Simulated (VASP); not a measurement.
# SrO (Fm-3m) in VASP: a series of runs

Runs on SrO. Level: r2SCAN. Tasks: single point.

Program: VASP 6.6.1. These are calculated values, not measurements. Logs are shortened: lines on timing, memory, paths and dates and some standing lists are left out, and cuts for length are marked.

### Step 1. The cell of the first run

It takes space group Fm-3m (No. 225, cubic). The conventional cell has a = 5.028 Å, b = 5.028 Å, c = 5.028 Å, α = 90.00°, β = 90.00°, γ = 90.00°. Within 3.3 Å of Sr (site symmetry m-3m) lie 6 O at 2.51 Å. Within 3.3 Å of O (site symmetry m-3m) lie 6 Sr at 2.51 Å.

### Step 2. Single point, r2SCAN

POSCAR

```
SrO
1.0
    0.0000000000      2.5139118308      2.5139118308
    2.5139118308      0.0000000000      2.5139118308
    2.5139118308      2.5139118308      0.0000000000
Sr O
1 1
Direct
    0.5000000000      0.5000000000      0.5000000000
    0.0000000000      0.0000000000      0.0000000000
```

INCAR.step1

```
SYSTEM = SrO
PREC = Accurate ; ENCUT = 520
ISMEAR = -1 ; SIGMA = 0.05
LREAL = .False. ; LASPH = .True.
NELM = 100 ; NBANDS = 15
GGA = PE ; ALGO = Normal
EDIFF = 1E-4 ; LWAVE = .True.
LCHARG = .False.
```

INCAR.step2

```
SYSTEM = SrO
PREC = Accurate ; ENCUT = 520
EDIFF = 1E-6 ; ISMEAR = -1
SIGMA = 0.05 ; LREAL = .False.
LASPH = .True. ; NELM = 100
ALGO = Normal ; ISIF = 2
LWAVE = .False. ; LCHARG = .False.
METAGGA = R2SCAN ; LMIXTAU = .True.
NBANDS = 15 ; ISTART = 1
```

KPOINTS

```
Automatic mesh
0
Gamma
  9 9 9
  0 0 0
```

Potentials or basis: VASP PAW PBE potentials, release 64 (Sr_sv, O).

Command:

```bash
$ cat potpaw_PBE.64/Sr_sv/POTCAR potpaw_PBE.64/O/POTCAR > POTCAR
$ cp INCAR.step1 INCAR
$ mpirun -np 1 vasp_std > vasp.out
$ cp INCAR.step2 INCAR
$ mpirun -np 1 vasp_std > vasp.out
```

OUTCAR:

```text
SYSTEM = SrO
   PREC = Accurate
   ENCUT = 520
   EDIFF = 1E-6
   ISMEAR = -1
   LREAL = .False.
   LASPH = .True.
   NELM = 100
   ISIF = 2
   METAGGA = R2SCAN
   ISTART = 1

 ion  position               nearest neighbor table
   1  0.500  0.500  0.500-   2 2.51   2 2.51   2 2.51   2 2.51   2 2.51   2 2.51
   2  0.000  0.000  0.000-   1 2.51   1 2.51   1 2.51   1 2.51   1 2.51   1 2.51

  LATTYP: Found a face centered cubic cell.
 ALAT       =     5.0278236616

  Lattice vectors:

 A1 = (   0.0000000000,   2.5139118308,   2.5139118308)
 A2 = (   2.5139118308,   0.0000000000,   2.5139118308)
 A3 = (   2.5139118308,   2.5139118308,   0.0000000000)

Analysis of symmetry for initial positions (statically):
=====================================================================
 Subroutine PRICEL returns:
 Original cell was already a primitive cell.

 Routine SETGRP: Setting up the symmetry group for a
 face centered cubic supercell.

 Subroutine GETGRP returns: Found 48 space group operations
[... 9 lines left out ...]

 Routine SETGRP: Setting up the symmetry group for a
 face centered cubic supercell.

 Subroutine GETGRP returns: Found 48 space group operations
[... 11 lines left out ...]
                                     Primitive cell

  volume of cell :      31.7746

  direct lattice vectors                    reciprocal lattice vectors
     0.000000000  2.513911831  2.513911831    -0.198893213  0.198893213  0.198893213
     2.513911831  0.000000000  2.513911831     0.198893213 -0.198893213  0.198893213
     2.513911831  2.513911831  0.000000000     0.198893213  0.198893213 -0.198893213

  length of vectors
     3.555208206  3.555208206  3.555208206     0.344493149  0.344493149  0.344493149

  position of ions in fractional coordinates (direct lattice)
     0.500000000  0.500000000  0.500000000
     0.000000000  0.000000000  0.000000000

  ion indices of the primitive-cell ions
   primitive index   ion index
                 1           1
                 2           2

----------------------------------------------------------------------------------------

 KPOINTS: Automatic mesh

Automatic generation of k-mesh.
 Grid dimensions read from file:
 generate k-points for:    9    9    9

 Generating k-lattice:

  Cartesian coordinates                     Fractional coordinates (reciprocal lattice)
    -0.022099246  0.022099246  0.022099246     0.111111111  0.000000000  0.000000000
     0.022099246 -0.022099246  0.022099246     0.000000000  0.111111111  0.000000000
[... 60 lines left out ...]
   EDIFFG = 0.1E-04   stopping-criterion for IOM
   NSW    =      0    number of steps for IOM
   IBRION =     -1    ionic relax: 0-MD 1-quasi-New 2-CG
   NFREE  =      0    steps in history (QN), initial steepest desc. (CG)
   ISIF   =      2    stress and relaxation
   ISYM   =      2    0-nonsym 1-usesym 2-fastsym
   POTIM  = 0.5000    time-step for ionic-motion
   TEBEG  =    0.0;   TEEND  =   0.0 temperature during run
   PSTRESS=    0.0 pullay stress
   NELECT =      16.0000    total number of electrons
   NUPDOWN=      -1.0000    fix difference up-down
   EMIN   =  10.00;   EMAX   =-10.00  energy-range for DOS
   EFERMI =   0.00;   METHOD = LEGACY
   ISMEAR =    -1;   SIGMA  =   0.05  broadening in eV -4-tet -1-fermi 0-gaus
   EFERMI_NEDOS =   21; number of points for ismear=-14 and -15
   IALGO  =     38    algorithm
   IMIX   =      4    mixing-type and parameters
     AMIX     =   0.40;   BMIX     =  1.00
     AMIX_MAG =   1.60;   BMIX_MAG =  1.00
  volume/ion in A,a.u.               =      15.89       107.21
  Fermi-wavevector in a.u.,A,eV,Ry     =   1.302431  2.461238 23.079930  1.696327
  Thomas-Fermi vector in A             =   2.433500
   LORBIT       =      0    0 simple, 1 ext, 2 COOP (PROOUT), +10 PAW based schemes
   METAGGA = R2SCAN    functional components
   LHFCALC =     F    Hartree Fock is set to
   AEXX    =    0.0000 exact exchange contribution
   IVDW    =     0    specifies the selected vdW correction
   LEPSILON=     F    determine dielectric tensor
   LRPA    =     F    only Hartree local field effects (RPA)
 non-spin polarized calculation
  energy-cutoff  :      520.00
  volume of cell :       31.77
 maximum number of plane-waves:       881
   NGX = 13   NGY = 13   NGZ = 13

 number of electron      15.9999998 magnetization

 Free energy of the ion-electron system (eV)
  ---------------------------------------------------
  ext. energy  EPLUGINS =         0.00000000
  ---------------------------------------------------
  free energy    TOTEN  =       -26.97867651 eV

  energy without entropy =      -26.97867651  energy(sigma->0) =      -26.97867651

 E-fermi :   2.6820     XC(G=0): -10.9383

 val. band max:        1.6696225932   @ k =   0.0000   0.0000   0.0000
 cond. band min:       5.4279190115   @ k =   0.4444   0.4444   0.0000
 fundamental gap:      3.7582964183
 Fermi energy:         2.6819823044

 k-point     1 :       0.0000    0.0000    0.0000
  band No.  band energies     occupation
      1     -31.5714      2.00000
      2     -14.4404      2.00000
      3     -12.5139      2.00000
      4     -12.5139      2.00000
      5     -12.5139      2.00000
      6       1.6696      2.00000
      7       1.6696      2.00000
      8       1.6696      2.00000
      9       6.8574      0.00000
     10       8.5942      0.00000
     11       8.5942      0.00000
     12       8.5942      0.00000
     13      11.0733      0.00000
     14      11.0733      0.00000
[... 401 lines left out ...]
      2     -14.6399      2.00000
      3     -13.4487      2.00000
      4     -12.9474      2.00000
      5     -12.9474      2.00000
      6       1.2488      2.00000
      7       1.6272      2.00000
      8       1.6272      2.00000
      9       5.4279      0.00000
     10      10.6247      0.00000
     11      12.9679      0.00000
     12      13.4298      0.00000
     13      13.7584      0.00000
     14      13.7584      0.00000
     15      17.8430      0.00000

 [... further k-points ...]
[... 5 lines left out ...]
  --------------------------------------------------------------------------------------
  -------------------------------------------------------------------------------------
  Total        1.8674227      1.8674227      1.8674227      0.0000000      0.0000000      0.0000000
  in kB       94.1614416     94.1614416     94.1614416      0.0000000      0.0000000      0.0000000
  external PRESSURE =      94.1614416 kB  Pullay stress =       0.0000000 kB

 VOLUME and BASIS-vectors are now :
 -----------------------------------------------------------------------------
  energy-cutoff  :      520.00
  volume of cell :       31.77
      direct lattice vectors                 reciprocal lattice vectors
     0.000000000  2.513911831  2.513911831    -0.198893213  0.198893213  0.198893213
     2.513911831  0.000000000  2.513911831     0.198893213 -0.198893213  0.198893213
     2.513911831  2.513911831  0.000000000     0.198893213  0.198893213 -0.198893213

 POSITION                                       TOTAL-FORCE (eV/Angst)
 -----------------------------------------------------------------------------------
      2.51391      2.51391      2.51391         0.000000     -0.000000      0.000000
      0.00000      0.00000      0.00000        -0.000000      0.000000     -0.000000
 -----------------------------------------------------------------------------------
    total drift:                                0.000000      0.000000      0.000000

  FREE ENERGIE OF THE ION-ELECTRON SYSTEM (eV)
  ---------------------------------------------------
  free  energy   TOTEN  =       -26.9786765137 eV

  energy  without entropy=      -26.9786765136  energy(sigma->0) =      -26.97867651
```

OUTCAR.step1:

```text
SYSTEM = SrO
   PREC = Accurate
   ENCUT = 520
   ISMEAR = -1
   LREAL = .False.
   LASPH = .True.
[... 652 lines left out ...]
      2.51391      2.51391      2.51391         0.000000     -0.000000      0.000000
      0.00000      0.00000      0.00000         0.000000      0.000000     -0.000000
 -----------------------------------------------------------------------------------
    total drift:                                0.000000      0.000000      0.000000

  FREE ENERGIE OF THE ION-ELECTRON SYSTEM (eV)
  ---------------------------------------------------
  free  energy   TOTEN  =       -11.9426953167 eV

  energy  without entropy=      -11.9426953166  energy(sigma->0) =      -11.94269532
```

OSZICAR.step1:

```text
N       E                     dE             d eps       ncg     rms          rms(c)
DAV:   1     0.616464514513E+02    0.61646E+02   -0.79149E+03  1050   0.101E+03
DAV:   2    -0.106972805052E+02   -0.72344E+02   -0.65488E+02  1409   0.216E+02
DAV:   3    -0.141020511404E+02   -0.34048E+01   -0.33858E+01  1503   0.404E+01
DAV:   4    -0.141704909816E+02   -0.68440E-01   -0.68420E-01  1270   0.443E+00
DAV:   5    -0.141708841176E+02   -0.39314E-03   -0.39313E-03  1328   0.290E-01    0.188E+01
DAV:   6    -0.120688531354E+02    0.21020E+01   -0.64243E+00  1106   0.201E+01    0.221E+01
DAV:   7    -0.119514257329E+02    0.11743E+00   -0.25159E-01  1302   0.461E+00    0.129E+01
DAV:   8    -0.119403747347E+02    0.11051E-01   -0.10727E-01  1393   0.324E+00    0.694E-01
DAV:   9    -0.119420808519E+02   -0.17061E-02   -0.51323E-03  1388   0.471E-01    0.228E-01
DAV:  10    -0.119425679667E+02   -0.48711E-03   -0.45527E-04  1106   0.191E-01    0.657E-02
DAV:  11    -0.119426800988E+02   -0.11213E-03   -0.10122E-04   998   0.765E-02    0.306E-02
DAV:  12    -0.119426953167E+02   -0.15218E-04   -0.27166E-05   812   0.387E-02
   1 F= -.11942695E+02 E0= -.11942695E+02  d E =-.110622E-09
```

Run time: 65 s. Hardware: 1 thread of Intel Xeon Platinum 8375C at 2.90GHz (Ice Lake), shared host; peak memory 0.17 GiB.

What came out:

| Item | Value |
| --- | --- |
| Free energy | -26.9787 eV |
| Pressure | 9.4 GPa |
| Band gap on the k mesh | 3.76 eV, indirect (least direct gap 3.80 eV) |

Levels at points of the mesh, in eV from the valence-band top:
| k point | band 6 | band 7 | band 8 | band 9 | band 10 | band 11 |
| --- | --- | --- | --- | --- | --- | --- |
| (0.00, 0.00, 0.00) | 0.00 | 0.00 | 0.00 | 5.19 | 6.92 | 6.92 |

Caveat: the PAW data sets were made with another functional, which shifts forces and pressure a little.

### Step 3. Single point, r2SCAN

This run uses another cell than the first one, of 16.23 Å³/atom, 1.021 times its volume.

POSCAR

```
SrO
1.0
    0.0000000000      2.5316160185      2.5316160185
    2.5316160185      0.0000000000      2.5316160185
    2.5316160185      2.5316160185      0.0000000000
Sr O
1 1
Direct
    0.5000000000      0.5000000000      0.5000000000
    0.0000000000      0.0000000000      0.0000000000
```

INCAR.step1

```
SYSTEM = SrO
PREC = Accurate
ENCUT = 520
ISMEAR = -1
SIGMA = 0.05
LREAL = .FALSE.
LASPH = .TRUE.
NELM = 80
NBANDS = 15
GGA = PE
ALGO = Normal
EDIFF = 1E-4
LWAVE = .TRUE.
LCHARG = .FALSE.
```

INCAR.step2

```
SYSTEM = SrO
PREC = Accurate
ENCUT = 520
EDIFF = 1E-7
ISMEAR = -1
SIGMA = 0.05
LREAL = .FALSE.
LASPH = .TRUE.
NELM = 80
ALGO = Normal
ISIF = 2
LWAVE = .FALSE.
LCHARG = .FALSE.
METAGGA = R2SCAN
LMIXTAU = .TRUE.
NBANDS = 15
ISTART = 1
```

KPOINTS

```
Automatic mesh
0
G
  9 9 9
  0 0 0
```

Potentials or basis: VASP PAW PBE potentials, release 64 (Sr_sv, O).

Command:

```bash
$ cat potpaw_PBE.64/Sr_sv/POTCAR potpaw_PBE.64/O/POTCAR > POTCAR
$ cp INCAR.step1 INCAR
$ mpirun -np 1 vasp_std > vasp.out
$ cp INCAR.step2 INCAR
$ mpirun -np 1 vasp_std > vasp.out
```

It took 66 s on 1 thread of Intel Xeon Platinum 8375C at 2.90GHz (Ice Lake), shared host; peak memory 0.17 GiB.

The run converged. Its results:

- Free energy: -27.0132 eV
- Pressure: 6.7 GPa
- Band gap on the k mesh: 3.77 eV, indirect (least direct gap 3.83 eV)

Levels at points of the mesh, in eV from the valence-band top:
```tsv
k point	band 4	band 5	band 6	band 7	band 8	band 9	band 10	band 11	band 12	band 13
(0.00, 0.00, 0.00)	-14.28	-14.28	0.00	0.00	0.00	5.02	6.88	6.88	6.88	9.31
```

Caveat: the PAW data sets were made with another functional, which shifts forces and pressure a little. r2SCAN opens gaps a little over a GGA but as a rule still falls short of measured ones.

### Step 4. Single point, r2SCAN

This run uses another cell than the first one, of 16.56 Å³/atom, 1.043 times its volume.

POSCAR

```
SrO
1.0
    0.0000000000      2.5490759911      2.5490759911
    2.5490759911      0.0000000000      2.5490759911
    2.5490759911      2.5490759911      0.0000000000
Sr O
1 1
Direct
    0.5000000000      0.5000000000      0.5000000000
    0.0000000000      0.0000000000      0.0000000000
```

INCAR.step1

```
SYSTEM = SrO
PREC     = Accurate       ! precision mode
ENCUT    = 520            ! plane-wave cutoff, eV
ISMEAR   = -1             ! smearing method
SIGMA    = 0.05           ! smearing width, eV
LREAL    = .False.        ! projectors in reciprocal space
LASPH    = .True.         ! aspherical terms in the spheres
NELM     = 60             ! most SCF steps
NBANDS   = 15             ! bands
GGA      = PE             ! functional
ALGO     = Normal         ! electronic algorithm
EDIFF    = 1E-4           ! SCF threshold, eV
LWAVE    = .True.         ! write WAVECAR
LCHARG   = .False.        ! write CHGCAR
```

INCAR.step2

```
SYSTEM = SrO
PREC     = Accurate       ! precision mode
ENCUT    = 520            ! plane-wave cutoff, eV
EDIFF    = 1E-6           ! SCF threshold, eV
ISMEAR   = -1             ! smearing method
SIGMA    = 0.05           ! smearing width, eV
LREAL    = .False.        ! projectors in reciprocal space
LASPH    = .True.         ! aspherical terms in the spheres
NELM     = 60             ! most SCF steps
ALGO     = Normal         ! electronic algorithm
ISIF     = 2              ! what is computed and relaxed
LWAVE    = .False.        ! write WAVECAR
LCHARG   = .False.        ! write CHGCAR
METAGGA  = R2SCAN         ! meta-GGA
LMIXTAU  = .True.       
NBANDS   = 15             ! bands
ISTART   = 1
```

KPOINTS

```
regular mesh
0
Gamma
  9 9 9
  0 0 0
```

Command:

```bash
$ cat potpaw_PBE.64/Sr_sv/POTCAR potpaw_PBE.64/O/POTCAR > POTCAR
$ cp INCAR.step1 INCAR
$ mpirun -np 1 vasp_std > vasp.out
$ cp INCAR.step2 INCAR
$ mpirun -np 1 vasp_std > vasp.out
```

Wall time 62 s (1 thread of Intel Xeon Platinum 8375C at 2.90GHz (Ice Lake), shared host); peak memory 0.17 GiB.

The run converged. Its results:

* Free energy: -27.0369 eV
* Pressure: 4.3 GPa
* Band gap on the k mesh: 3.79 eV, indirect (least direct gap 3.86 eV)

Levels at points of the mesh, in eV from the valence-band top:
| k point | band 6 | band 7 | band 8 | band 9 | band 10 | band 11 |
| --- | --- | --- | --- | --- | --- | --- |
| (0.00, 0.00, 0.00) | 0.00 | 0.00 | 0.00 | 4.86 | 6.84 | 6.84 |

Caveat: the PAW data sets were made with another functional, which shifts forces and pressure a little. A k mesh can miss the band edges.

### Step 5. Single point, r2SCAN

This run uses another cell than the first one, of 16.90 Å³/atom, 1.064 times its volume.

POSCAR

```
SrO
1.0
    0.0000000000      2.5663000000      2.5663000000
    2.5663000000      0.0000000000      2.5663000000
    2.5663000000      2.5663000000      0.0000000000
Sr O
1 1
Direct
    0.5000000000      0.5000000000      0.5000000000
    0.0000000000      0.0000000000      0.0000000000
```

INCAR.step1

```
PREC = Accurate
ENCUT = 520
ISMEAR = -1
SIGMA = 0.05
LREAL = False
LASPH = True
NELM = 100
NBANDS = 15
GGA = PE
ALGO = Normal
EDIFF = 1E-4
LWAVE = True
LCHARG = False
```

INCAR.step2

```
PREC = Accurate
ENCUT = 520
EDIFF = 1E-7
ISMEAR = -1
SIGMA = 0.05
LREAL = False
LASPH = True
NELM = 100
ALGO = Normal
ISIF = 2
LWAVE = False
LCHARG = False
METAGGA = R2SCAN
LMIXTAU = True
NBANDS = 15
ISTART = 1
```

KPOINTS

```
Automatic mesh
0
Gamma
  9 9 9
```

Command:

```bash
$ cat potpaw_PBE.64/Sr_sv/POTCAR potpaw_PBE.64/O/POTCAR > POTCAR
$ cp INCAR.step1 INCAR
$ mpirun -np 1 vasp_std > vasp.out
$ cp INCAR.step2 INCAR
$ mpirun -np 1 vasp_std > vasp.out
```

Run time: 65 s. Hardware: 1 thread of Intel Xeon Platinum 8375C at 2.90GHz (Ice Lake), shared host; peak memory 0.17 GiB.

It converged, with:

- Free energy: -27.0508 eV
- Pressure: 2.1 GPa
- Band gap on the k mesh: 3.80 eV, indirect (least direct gap 3.89 eV)

Levels at points of the mesh, in eV from the valence-band top:
| k point | band 4 | band 5 | band 6 | band 7 | band 8 | band 9 | band 10 | band 11 | band 12 | band 13 |
| --- | --- | --- | --- | --- | --- | --- | --- | --- | --- | --- |
| (0.00, 0.00, 0.00) | -14.47 | -14.47 | 0.00 | 0.00 | 0.00 | 4.70 | 6.79 | 6.79 | 6.79 | 9.12 |

Caveat: the PAW data sets were made with another functional, which shifts forces and pressure a little.

### Step 6. Overview

| cell | gap on the mesh (eV) | pressure (GPa) |
| --- | --- | --- |
| a = 3.555 Å, angles 60.0°, 2 atoms | 3.76 | 9.4 |
| a = 3.580 Å, angles 60.0°, 2 atoms | 3.77 | 6.7 |
| a = 3.605 Å, angles 60.0°, 2 atoms | 3.79 | 4.3 |
| a = 3.629 Å, angles 60.0°, 2 atoms | 3.80 | 2.1 |

Alike in all rows: task single point; level r2SCAN; potentials or basis VASP PAW PBE potentials, release 64 (Sr_sv, O); no spin polarisation; k mesh 9 × 9 × 9; cutoff (eV) 520; smearing fermi-dirac 0.05 eV.

Caveats: the PAW data sets were made with another functional, which shifts forces and pressure a little.

Absolute energies hang on the potentials; compare differences alone.
